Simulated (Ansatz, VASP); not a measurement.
## Rh: VASP beside Ansatz

```
Rh
1.0
     0.00000    1.89009    1.89009
     1.89009    0.00000    1.89009
     1.89009    1.89009    0.00000
Rh
1
Direct
  0.00000 0.00000 0.00000
```

Alike in both runs: task single point; functional r2SCAN; k mesh 18 × 18 × 18; occupations gaussian, width 0.1 eV; no spin polarisation.

|  | VASP | Ansatz |
| --- | --- | --- |
| version | VASP 6.6.1 | Ansatz 0.2.0 |
| potentials or method | VASP PAW PBE potentials, release 64 (Rh_pv), cutoff 550 eV | scalar-relativistic, plane waves, PAW |
| valence electrons in the cell | 15 | 17 |

|  | VASP | Ansatz | Ansatz less VASP |
| --- | --- | --- | --- |
| gap on the k mesh at the Fermi level (eV) | none | none | - |
| pressure (GPa) | 5.8 | 4.6 | -1.21 |

VASP's potentials were made for PBE, not for r2SCAN. A gap of «none» marks a metal or a gap that the smearing closes. VASP's potentials hold 15 valence electrons a cell and Ansatz's 17, so a difference there can come from the potentials and not from the codes.
